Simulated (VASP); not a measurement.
# Al2Au in VASP: further runs

The runs below take Al2Au through single point, with PBEsol, LDA.

Program: VASP 6.6.1. These are calculated values, not measurements. Logs are shortened: lines on timing, memory, paths and dates and some standing lists are left out, and cuts for length are marked.

## (1) The cell of the first run

Symmetry: Fm-3m, No. 225, cubic system. Conventional cell: a = 6.118 Å, b = 6.118 Å, c = 6.118 Å, α = 90.00°, β = 90.00°, γ = 90.00°. Within 3.5 Å of Au (site symmetry m-3m) lie 8 Al at 2.65 Å. Within 3.5 Å of Al (site symmetry -43m) lie 4 Au at 2.65 Å and 6 Al at 3.06 Å.

## (2) Single point, PBEsol (volume scaled by 1.06)

Contents of INCAR:

```
SYSTEM = Al2Au
PREC = Accurate
ENCUT = 520
EDIFF = 1E-6
ISMEAR = -1
SIGMA = 0.05
LREAL = .FALSE.
LASPH = .TRUE.
NELM = 60
ALGO = Normal
ISIF = 2
LWAVE = .FALSE.
LCHARG = .TRUE.
GGA = PS
LELF = .TRUE.
LVHAR = .TRUE.
NBANDS = 16
```

Contents of KPOINTS:

```
regular mesh
0
G
  8 8 8
  0 0 0
```

Contents of POSCAR:

```
Al2Au
1.0
    0.0000000000      3.0588384673      3.0588384673
    3.0588384673      0.0000000000      3.0588384673
    3.0588384673      3.0588384673      0.0000000000
Au Al
1 2
Direct
    0.0000000000      0.0000000000      0.0000000000
    0.7500000000      0.7500000000      0.7500000000
    0.2500000000      0.2500000000      0.2500000000
```

Potentials or basis: VASP PAW PBE potentials, release 64 (Au, Al).

Run with:

```bash
> cat potpaw_PBE.64/Au/POTCAR potpaw_PBE.64/Al/POTCAR > POTCAR
> mpirun -np 1 vasp_std > vasp.out
```

OUTCAR:

```text
SYSTEM = Al2Au
   PREC = Accurate
   ENCUT = 520
   EDIFF = 1E-6
   ISMEAR = -1
   LREAL = .FALSE.
   LASPH = .TRUE.
   NELM = 60
   ISIF = 2
   GGA = PS

 ion  position               nearest neighbor table
   1  0.000  0.000  0.000-   2 2.65   2 2.65   2 2.65   2 2.65   3 2.65   3 2.65   3 2.65   3 2.65

   2  0.750  0.750  0.750-   1 2.65   1 2.65   1 2.65   1 2.65   3 3.06   3 3.06   3 3.06   3 3.06
                             3 3.06   3 3.06
   3  0.250  0.250  0.250-   1 2.65   1 2.65   1 2.65   1 2.65   2 3.06   2 3.06   2 3.06   2 3.06
                             2 3.06   2 3.06

  LATTYP: Found a face centered cubic cell.
 ALAT       =     6.1176769346

  Lattice vectors:

 A1 = (   0.0000000000,   3.0588384673,   3.0588384673)
 A2 = (   3.0588384673,   0.0000000000,   3.0588384673)
 A3 = (   3.0588384673,   3.0588384673,   0.0000000000)

Analysis of symmetry for initial positions (statically):
=====================================================================
 Subroutine PRICEL returns:
 Original cell was already a primitive cell.

 Routine SETGRP: Setting up the symmetry group for a
 face centered cubic supercell.

 Subroutine GETGRP returns: Found 48 space group operations
 (whereof 48 operations were pure point group operations)
 out of a pool of 48 trial point group operations.

The static configuration has the point symmetry O_h .

Analysis of symmetry for dynamics (positions and initial velocities):
=====================================================================
 Subroutine PRICEL returns:
 Original cell was already a primitive cell.

 Routine SETGRP: Setting up the symmetry group for a
 face centered cubic supercell.

 Subroutine GETGRP returns: Found 48 space group operations
 (whereof 48 operations were pure point group operations)
 out of a pool of 48 trial point group operations.

The dynamic configuration has the point symmetry O_h .

 Subroutine INISYM returns: Found 48 space group operations
 (whereof 48 operations are pure point group operations),
 and found     1 'primitive' translations

----------------------------------------------------------------------------------------

                                     Primitive cell

  volume of cell :      57.2400

  direct lattice vectors                    reciprocal lattice vectors
     0.000000000  3.058838467  3.058838467    -0.163460740  0.163460740  0.163460740
     3.058838467  0.000000000  3.058838467     0.163460740 -0.163460740  0.163460740
     3.058838467  3.058838467  0.000000000     0.163460740  0.163460740 -0.163460740

  length of vectors
     4.325850846  4.325850846  4.325850846     0.283122307  0.283122307  0.283122307

  position of ions in fractional coordinates (direct lattice)
     0.000000000  0.000000000  0.000000000
     0.750000000  0.750000000  0.750000000
     0.250000000  0.250000000  0.250000000

  ion indices of the primitive-cell ions
   primitive index   ion index
                 1           1
                 2           2
                 3           3

----------------------------------------------------------------------------------------

 KPOINTS: regular mesh

Automatic generation of k-mesh.
 Grid dimensions read from file:
 generate k-points for:    8    8    8

 Generating k-lattice:

  Cartesian coordinates                     Fractional coordinates (reciprocal lattice)
    -0.020432593  0.020432593  0.020432593     0.125000000  0.000000000  0.000000000
     0.020432593 -0.020432593  0.020432593     0.000000000  0.125000000  0.000000000
     0.020432593  0.020432593 -0.020432593     0.000000000  0.000000000  0.125000000

  Length of vectors
     0.035390288  0.035390288  0.035390288

  Shift w.r.t. Gamma in fractional coordinates (k-lattice)
     0.000000000  0.000000000  0.000000000

 Subroutine IBZKPT returns following result:
 ===========================================

 Found     29 irreducible k-points:

 Following reciprocal coordinates:
            Coordinates               Weight
  0.000000  0.000000  0.000000      1.000000
  0.125000  0.000000  0.000000      8.000000
  0.250000  0.000000  0.000000      8.000000
  0.375000  0.000000  0.000000      8.000000
  0.500000  0.000000  0.000000      4.000000
  0.125000  0.125000  0.000000      6.000000
[... 16 lines left out ...]
  0.500000  0.250000  0.125000     48.000000
 -0.375000  0.250000  0.125000     24.000000
 [... further k-points ...]
   k-points           NKPTS =     29   k-points in BZ     NKDIM =     29   number of bands    NBANDS=     16
   number of dos      NEDOS =    301   number of ions     NIONS =      3
   total plane-waves  NPLWV =  32768
   dimension x,y,z NGX =    32 NGY =   32 NGZ =   32
   dimension x,y,z NGXF=    64 NGYF=   64 NGZF=   64
   ions per type =               1   2
   NGX,Y,Z   is equivalent  to a cutoff of  12.30, 12.30, 12.30 a.u.
   NGXF,Y,Z  is equivalent  to a cutoff of  24.60, 24.60, 24.60 a.u.
 SYSTEM =  Al2Au
   PREC   = accura    normal or accurate (medium, high low for compatibility)
   ISTART =      0    job   : 0-new  1-cont  2-samecut
   ICHARG =      2    charge: 1-file 2-atom 10-const
   ISPIN  =      1    spin polarized calculation?
   LNONCOLLINEAR =      F non collinear calculations
   LSORBIT =      F    spin-orbit coupling
   LASPH  =      T    aspherical Exc in radial PAW
   ENCUT  =  520.0 eV  38.22 Ry    6.18 a.u.   8.04  8.04  8.04*2*pi/ulx,y,z
   NELM   =     60;   NELMIN=  2; NELMDL= -5     # of ELM steps
   EDIFF  = 0.1E-05   stopping-criterion for ELM
   LREAL  =      F    real-space projection
   EDIFFG = 0.1E-04   stopping-criterion for IOM
   NSW    =      0    number of steps for IOM
   IBRION =     -1    ionic relax: 0-MD 1-quasi-New 2-CG
   NFREE  =      0    steps in history (QN), initial steepest desc. (CG)
   ISIF   =      2    stress and relaxation
   ISYM   =      2    0-nonsym 1-usesym 2-fastsym
   POTIM  = 0.5000    time-step for ionic-motion
   TEBEG  =    0.0;   TEEND  =   0.0 temperature during run
   PSTRESS=    0.0 pullay stress
   NELECT =      17.0000    total number of electrons
   NUPDOWN=      -1.0000    fix difference up-down
   EMIN   =  10.00;   EMAX   =-10.00  energy-range for DOS
   EFERMI =   0.00;   METHOD = LEGACY
   ISMEAR =    -1;   SIGMA  =   0.05  broadening in eV -4-tet -1-fermi 0-gaus
   EFERMI_NEDOS =   21; number of points for ismear=-14 and -15
   IALGO  =     38    algorithm
   IMIX   =      4    mixing-type and parameters
     AMIX     =   0.40;   BMIX     =  1.00
     AMIX_MAG =   1.60;   BMIX_MAG =  1.00
  volume/ion in A,a.u.               =      19.08       128.76
  Fermi-wavevector in a.u.,A,eV,Ry     =   1.092256  2.064065 16.232077  1.193024
  Thomas-Fermi vector in A             =   2.228518
   LORBIT       =      0    0 simple, 1 ext, 2 COOP (PROOUT), +10 PAW based schemes
   GGA     = PS    functional components
   LHFCALC =     F    Hartree Fock is set to
   AEXX    =    0.0000 exact exchange contribution
   IVDW    =     0    specifies the selected vdW correction
   LEPSILON=     F    determine dielectric tensor
   LRPA    =     F    only Hartree local field effects (RPA)
 non-spin polarized calculation
  energy-cutoff  :      520.00
  volume of cell :       57.24
 maximum number of plane-waves:      1572
   NGX = 17   NGY = 17   NGZ = 17

 number of electron      17.0000000 magnetization

 Free energy of the ion-electron system (eV)
  ---------------------------------------------------
  ext. energy  EPLUGINS =         0.00000000
  ---------------------------------------------------
  free energy    TOTEN  =       -13.42398784 eV

  energy without entropy =      -13.41417886  energy(sigma->0) =      -13.41908335

 E-fermi :   7.0241     XC(G=0): -10.3893

 val. band max:        7.0120334000   @ k =   0.3750   0.1250   0.0000
 cond. band min:       7.3970725051   @ k =   0.3750   0.2500   0.1250
 fundamental gap:      0.3850391051
 Fermi energy:         7.0240722525

 k-point     1 :       0.0000    0.0000    0.0000
  band No.  band energies     occupation
      1      -3.1110      2.00000
      2       0.7440      2.00000
      3       0.7440      2.00000
      4       0.7440      2.00000
      5       1.6429      2.00000
      6       1.6429      2.00000
[... 8 lines left out ...]
     15      12.5979      0.00000
     16      12.5979      0.00000

 k-point     2 :       0.1250    0.0000    0.0000
  band No.  band energies     occupation
      1      -2.9157      2.00000
      2       0.6785      2.00000
      3       0.7905      2.00000
      4       0.7905      2.00000
      5       1.6340      2.00000
      6       1.6340      2.00000
[... 8 lines left out ...]
     15      12.2592      0.00000
     16      12.2914      0.00000

 k-point     3 :       0.2500    0.0000    0.0000
  band No.  band energies     occupation
      1      -2.3567      2.00000
      2       0.5494      2.00000
      3       0.8896      2.00000
      4       0.8896      2.00000
      5       1.6396      2.00000
      6       1.6396      2.00000
[... 8 lines left out ...]
     15      13.1765      0.00000
     16      13.1765      0.00000

 k-point     4 :       0.3750    0.0000    0.0000
  band No.  band energies     occupation
      1      -1.5784      2.00000
      2       0.5418      2.00000
      3       0.9569      2.00000
      4       0.9569      2.00000
      5       1.7003      2.00000
      6       1.7003      2.00000
[... 8 lines left out ...]
     15      14.6837      0.00000
     16      14.7180      0.00000
[... 324 lines left out ...]
 k-point    22 :       0.3750    0.2500    0.1250
  band No.  band energies     occupation
      1      -1.8528      2.00000
      2       0.3853      2.00000
      3       0.9994      2.00000
      4       1.0491      2.00000
      5       1.4893      2.00000
      6       1.7664      2.00000
[... 8 lines left out ...]
     15      14.1802      0.00000
     16      15.6912      0.00000

 k-point    23 :       0.5000    0.2500    0.1250
  band No.  band energies     occupation
      1      -1.0721      2.00000
      2       0.3395      2.00000
      3       1.0202      2.00000
      4       1.1582      2.00000
      5       1.6077      2.00000
      6       1.7544      2.00000
[... 8 lines left out ...]
     15      15.2563      0.00000
     16      16.2415      0.00000

 k-point    24 :      -0.3750    0.2500    0.1250
  band No.  band energies     occupation
      1      -0.6196      2.00000
      2       0.4512      2.00000
      3       1.0893      2.00000
      4       1.1854      2.00000
      5       1.5549      2.00000
      6       1.7966      2.00000
[... 8 lines left out ...]
     15      14.2670      0.00000
     16      16.8330      0.00000

 [... further k-points ...]
[... 5 lines left out ...]
  --------------------------------------------------------------------------------------
  -------------------------------------------------------------------------------------
  Total       -2.0981667     -2.0981667     -2.0981667      0.0000000      0.0000000     -0.0000000
  in kB      -58.7287753    -58.7287753    -58.7287753      0.0000000      0.0000000     -0.0000000
  external PRESSURE =     -58.7287753 kB  Pullay stress =       0.0000000 kB

 VOLUME and BASIS-vectors are now :
 -----------------------------------------------------------------------------
  energy-cutoff  :      520.00
  volume of cell :       57.24
      direct lattice vectors                 reciprocal lattice vectors
     0.000000000  3.058838467  3.058838467    -0.163460740  0.163460740  0.163460740
     3.058838467  0.000000000  3.058838467     0.163460740 -0.163460740  0.163460740
     3.058838467  3.058838467  0.000000000     0.163460740  0.163460740 -0.163460740

 POSITION                                       TOTAL-FORCE (eV/Angst)
 -----------------------------------------------------------------------------------
      0.00000      0.00000      0.00000         0.000000      0.000000      0.000000
      4.58826      4.58826      4.58826         0.000000      0.000000     -0.000000
      1.52942      1.52942      1.52942        -0.000000     -0.000000     -0.000000
 -----------------------------------------------------------------------------------
    total drift:                                0.000000     -0.000000      0.000000

  FREE ENERGIE OF THE ION-ELECTRON SYSTEM (eV)
  ---------------------------------------------------
  free  energy   TOTEN  =       -13.4239878433 eV

  energy  without entropy=      -13.4141788592  energy(sigma->0) =      -13.41908335
```

It took 12 s on 1 thread of AMD EPYC 9R45 (Zen 5), shared host; peak memory 0.15 GiB.

Results:

* Free energy: -13.4240 eV
* Pressure: -5.9 GPa

Caveat: the PAW data sets were made with another functional, which shifts forces and pressure a little; spin-orbit coupling is left out, which moves the levels of the heavy elements.

## (3) Single point, PBEsol (atoms moved at random)

Contents of INCAR:

```
SYSTEM = Al2Au
ALGO = Fast ; EDIFF = 1E-6
ENCUT = 520 ; GGA = PS
ISIF = 2 ; ISMEAR = -1
LASPH = .True. ; LCHARG = .False.
LREAL = .False. ; LWAVE = .False.
NBANDS = 16 ; NELM = 100
PREC = Accurate ; SIGMA = 0.05
```

Contents of KPOINTS:

```
k-points
0
Gamma
  8 8 8
  0 0 0
```

Contents of POSCAR:

```
Al2Au
1.0
    0.0000000000      3.0000000000      3.0000000000
    3.0000000000      0.0000000000      3.0000000000
    3.0000000000      3.0000000000      0.0000000000
Au Al
1 2
Direct
   -0.0093480000     -0.0091520000      0.0113400000
    0.7310250000      0.7567500000      0.7631390000
    0.2417210000      0.2516200000      0.2599490000
```

Potentials or basis: VASP PAW PBE potentials, release 64 (Au, Al).

Run with:

```bash
> cat potpaw_PBE.64/Au/POTCAR potpaw_PBE.64/Al/POTCAR > POTCAR
> mpirun -np 1 vasp_std > vasp.out
```

It took 1.7 min on 1 thread of AMD EPYC 9R45 (Zen 5), shared host; peak memory 0.32 GiB.

The run converged. Its results:

```yaml
Free_energy: -13.4751 eV
Pressure: 0.0 GPa
Largest_force: 0.398 eV/Å
```

Forces in eV/Å, atoms in the order of the input:
```
Au   0.326 -0.101  0.204
Al  -0.240  0.108 -0.040
Al  -0.086 -0.008 -0.165
```

Stress tensor (GPa, compression positive):
```
-0.04 -0.38 -0.36
-0.38  0.02  0.47
-0.36  0.47  0.00
```

Levels at points of the mesh, in eV from the Fermi level:
| k point | band 5 | band 6 | band 7 | band 8 | band 9 | band 10 | band 11 | band 12 | band 13 | band 14 |
| --- | --- | --- | --- | --- | --- | --- | --- | --- | --- | --- |
| (0.00, 0.00, 0.00) | -5.65 | -5.65 | 2.26 | 2.86 | 2.94 | 2.94 | 3.92 | 3.94 | 3.94 | 5.70 |
| (0.50, 0.00, 0.00) | -5.55 | -5.54 | -5.53 | 0.31 | 0.33 | 3.26 | 3.60 | 3.84 | 3.87 | 8.87 |
| (0.00, 0.50, 0.00) | -5.54 | -5.52 | -5.45 | 0.31 | 0.42 | 3.23 | 3.59 | 3.76 | 3.85 | 8.78 |
| (0.00, 0.00, 0.50) | -5.54 | -5.52 | -5.46 | 0.30 | 0.43 | 3.20 | 3.59 | 3.79 | 3.87 | 8.78 |
| (0.50, 0.50, 0.50) | -5.55 | -5.52 | -5.46 | 0.30 | 0.42 | 3.22 | 3.59 | 3.77 | 3.88 | 8.79 |
| (0.50, 0.50, 0.00) | -5.79 | -5.35 | -5.05 | -2.12 | -2.11 | 1.28 | 2.03 | 7.65 | 9.80 | 9.82 |
| (0.00, 0.50, 0.50) | -5.79 | -5.35 | -5.05 | -2.12 | -2.11 | 1.28 | 2.03 | 7.66 | 9.79 | 9.83 |
| (0.50, 0.00, 0.50) | -5.79 | -5.35 | -5.05 | -2.12 | -2.11 | 1.28 | 2.03 | 7.65 | 9.79 | 9.83 |

Caveat: the cell differs from its parent crystal (atoms moved at random); the PAW data sets were made with another functional, which shifts forces and pressure a little; spin-orbit coupling is left out, which moves the levels of the heavy elements.

(Part 1 of 2 ends here.)
